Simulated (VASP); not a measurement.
Set up this calculation in VASP 6.6.1, as the native input.

```
Task                   : single point
Functional             : PBE
Potentials or basis    : VASP PAW PBE potentials, release 64 (Ga_d, B, As)
Cutoff                 : 520 eV
k mesh                 : 8 × 8 × 8
Occupations            : gaussian, width 0.02 eV
Spin                   : no spin polarisation
Dipole correction      : no
Further INCAR settings : ALGO = Normal; EDIFF = 1e-06; NBANDS = 41
```

The structure of Ga3BAs4 lies in POSCAR:

```
Ga3BAs4
1.0
   -2.7587037252      2.7587037252      5.4755631891
    2.7587037252     -2.7587037252      5.4755631891
    2.7587037252      2.7587037252     -5.4755631891
Ga B As
3 1 4
Direct
    0.0000000000      0.0000000000      0.0000000000
    0.2500000000      0.7500000000      0.5000000000
    0.7500000000      0.2500000000      0.5000000000
    0.5000000000      0.5000000000      0.0000000000
    0.6056690125      0.6056690125      0.4407042455
    0.1649647670      0.1649647670      0.5592957545
    0.8350352330      0.3943309875      0.0000000000
    0.3943309875      0.8350352330      0.0000000000
```

One way to write it, as run:

INCAR

```
SYSTEM = Ga3BAs4
PREC = Accurate
ENCUT = 520
EDIFF = 1E-6
ISMEAR = 0
SIGMA = 0.02
LREAL = .False.
LASPH = .True.
NELM = 100
ALGO = Normal
ISIF = 2
LWAVE = .False.
LCHARG = .False.
GGA = PE
NBANDS = 41
```

KPOINTS

```
Automatic mesh
0
Gamma
  8 8 8
  0 0 0
```

Potentials or basis: VASP PAW PBE potentials, release 64 (Ga_d, B, As).

Command:

```console
$ cat potpaw_PBE.64/Ga_d/POTCAR potpaw_PBE.64/B/POTCAR potpaw_PBE.64/As/POTCAR > POTCAR
$ mpirun -np 1 vasp_std > vasp.out
```

Results of the run:

```yaml
Pressure: 0.2 GPa
Largest_force: 0.013 eV/Å
Band_gap_on_the_k_mesh: 0.66 eV
```

Caveat: semilocal functionals underestimate gaps, and a narrow one can read as zero.

Run time: 14 min on 1 thread of Intel Xeon 8259CL, on a shared host, peak memory 0.57 GiB.
